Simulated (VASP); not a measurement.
Set up this calculation in VASP 6.6.1, as the native input.

| Item | Value |
| --- | --- |
| Task | single point |
| Functional | PBEsol |
| Potentials or basis | VASP PAW PBE potentials, release 64 (K_sv, I) |
| Cutoff | 520 eV |
| k mesh | 4 × 4 × 2 |
| Occupations | gaussian, width 0.01 eV |
| Spin | no spin polarisation |
| Dipole correction | no |
| Further INCAR settings | ALGO = Normal; EDIFF = 1e-06; NBANDS = 24 |

The structure of KI lies in POSCAR:

```
KI
1.0
    4.9417020000      0.0000000000      0.0000000000
   -2.3865255686      4.3272294101      0.0000000000
    0.0000000000      0.0000000000      8.6765890000
K I
2 2
Direct
    0.5000000000      0.5000000000      0.5000000000
    0.5000000000      0.5000000000      0.0000000000
    0.8402300000      0.1597700000      0.2500000000
    0.1597700000      0.8402300000      0.7500000000
```

One way to write it, as run:

INCAR

```
SYSTEM = KI
PREC = Accurate
ENCUT = 520
EDIFF = 1E-6
ISMEAR = 0
SIGMA = 0.01
LREAL = .False.
LASPH = .True.
NELM = 100
ALGO = Normal
ISIF = 2
LWAVE = .False.
LCHARG = .True.
GGA = PS
LELF = .True.
LVHAR = .True.
NBANDS = 24
```

KPOINTS

```
Automatic mesh
0
Gamma
  4 4 2
  0 0 0
```

Potentials or basis: VASP PAW PBE potentials, release 64 (K_sv, I).

Command:

```bash
$ cat potpaw_PBE.64/K_sv/POTCAR potpaw_PBE.64/I/POTCAR > POTCAR
$ mpirun -np 1 vasp_std > vasp.out
```

It gave:

```
Pressure               : -0.7 GPa
Largest force          : 0.030 eV/Å
Band gap on the k mesh : 3.61 eV, direct
```

Caveat: the PAW data sets were made with another functional, which shifts forces and pressure a little; spin-orbit coupling is left out, which moves the levels of the heavy elements.

It took 110 s on 1 thread of AMD EPYC 7R13 Processor (Zen 3), on a shared host, peak memory 0.3 GiB.
